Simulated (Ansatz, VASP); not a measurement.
Two plane-wave programs on Sb

Contents of INCAR:

```
  PREC = Accurate
  ENCUT = 520
  EDIFF = 1E-7
  ISMEAR = 0
  SIGMA = 0.1
  LREAL = F
  LASPH = T
  NELM = 80
  ALGO = Normal
  ISIF = 2
  LWAVE = F
  LCHARG = T
  GGA = PE
  LELF = T
  LVHAR = T
  NBANDS = 12
```

Contents of KPOINTS:

```
regular mesh
0
Gamma
  18 18 18
```

POSCAR

```
Sb
1.0
    2.1871933552      1.2627766724      3.8466624061
   -2.1871933552      1.2627766724      3.8466624061
    0.0000000000     -2.5255533448      3.8466624061
Sb
2
Direct
    0.2327421822      0.2327421822      0.2327421822
    0.7672578178      0.7672578178      0.7672578178
```

Input for Ansatz:

```yaml
crystal:
  lattice:
    - [2.1871933552, 1.2627766724, 3.8466624061]
    - [-2.1871933552, 1.2627766724, 3.8466624061]
    - [0.0, -2.5255533448, 3.8466624061]
  atoms:
    - { symbol: Sb, position: [0.2327421822, 0.2327421822, 0.2327421822] }
    - { symbol: Sb, position: [0.7672578178, 0.7672578178, 0.7672578178] }
basis:
  ecutwfc: 420
kpoints:
  mp_grid: { grid: [18, 18, 18] }
  band_path:
    path:
      - [[0.0, 0.0, 0.0], [0.5, 0.5, 0.5], [0.76148881, 0.23851119, 0.5]]
      - [[0.5, -0.23851119, 0.23851119], [0.5, 0.0, 0.0], [0.0, 0.0, 0.0], [0.3692556, -0.3692556, 0.0]]
      - [[0.6307444, 0.0, 0.3692556], [0.5, 0.0, 0.5], [0.0, 0.0, 0.0]]
    npoints: 14
hamiltonian:
  xc: pbe
scf:
  occupations: { method: gaussian, width: 0.1 }
  n_extra_bands: 6
output:
  forces: true
  stress: true
  eigenvalues: true
  populations: true
  dos: { projected: true, de: 0.02, nscf_kmesh: { grid: [22, 22, 22] } }
  bader: true
```

Alike in both runs: task single point; functional PBE; k mesh 18 × 18 × 18; occupations gaussian, width 0.1 eV; no spin polarisation.

|  | VASP | Ansatz |
| --- | --- | --- |
| version | VASP 6.6.1 | Ansatz 0.2.0 |
| potentials or method | VASP PAW PBE potentials, release 64 (Sb), cutoff 520 eV | scalar-relativistic, plane waves, PAW |
| valence electrons in the cell | 10 | 30 |

|  | VASP | Ansatz | Ansatz less VASP |
| --- | --- | --- | --- |
| gap on the k mesh at the Fermi level (eV) | none | none | - |
| pressure (GPa) | 0.0 | 0.0 | -0.05 |
| rms of the force components (eV/Å) | 0.021 | 0.000 | -0.0211 |

Atom by atom the forces differ by 0.021 eV/Å (rms over components). A gap of «none» marks a metal or a gap that the smearing closes. VASP's potentials hold 10 valence electrons a cell and Ansatz's 30, so a difference there can come from the potentials and not from the codes.

Neither program's run includes spin-orbit coupling.
